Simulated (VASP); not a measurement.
Wanted: the native input for a VASP 6.6.1 run.

- Task: single point
- Functional: LDA
- Potentials or basis: VASP PAW LDA potentials, release 64 (Zr_sv, S)
- Cutoff: 520 eV
- k mesh: 16 × 16 × 16
- Occupations: tetrahedron
- Spin: no spin polarisation
- Dipole correction: no
- Further INCAR settings: ALGO = Normal; EDIFF = 1e-06; NBANDS = 16

The structure of ZrS lies in POSCAR:

```
ZrS
1.0
    0.0000000000      2.5671447250      2.5671447250
    2.5671447250      0.0000000000      2.5671447250
    2.5671447250      2.5671447250      0.0000000000
Zr S
1 1
Direct
   -0.0073447758      0.0073447758      0.0073447758
    0.5208987049      0.4791012951      0.4791012951
```

One way to write it, as run:

INCAR

```
  ALGO = Normal
  EDIFF = 1E-6
  ENCUT = 520
  GGA = CA
  ISIF = 2
  ISMEAR = -4
  LASPH = T
  LCHARG = F
  LREAL = F
  LWAVE = F
  NBANDS = 16
  NELM = 100
  PREC = Accurate
  SIGMA = 0.15
```

KPOINTS

```
k-points
0
Gamma
  16 16 16
```

Potentials or basis: VASP PAW LDA potentials, release 64 (Zr_sv, S).

Run with:

```bash
$ cat potpaw_LDA.64/Zr_sv/POTCAR potpaw_LDA.64/S/POTCAR > POTCAR
$ mpirun -np 1 vasp_std > vasp.out
```

It gave:

```yaml
Pressure: 1.9 GPa
Largest_force: 0.994 eV/Å
Band_gap_on_the_k_mesh: zero (bands 9 and 10 overlap by 2.82 eV)
```

Wall time 4.3 min on 1 thread of AMD EPYC 7R43 64-Core Processor (Zen 3), with other jobs on the host, peak memory 0.25 GiB.
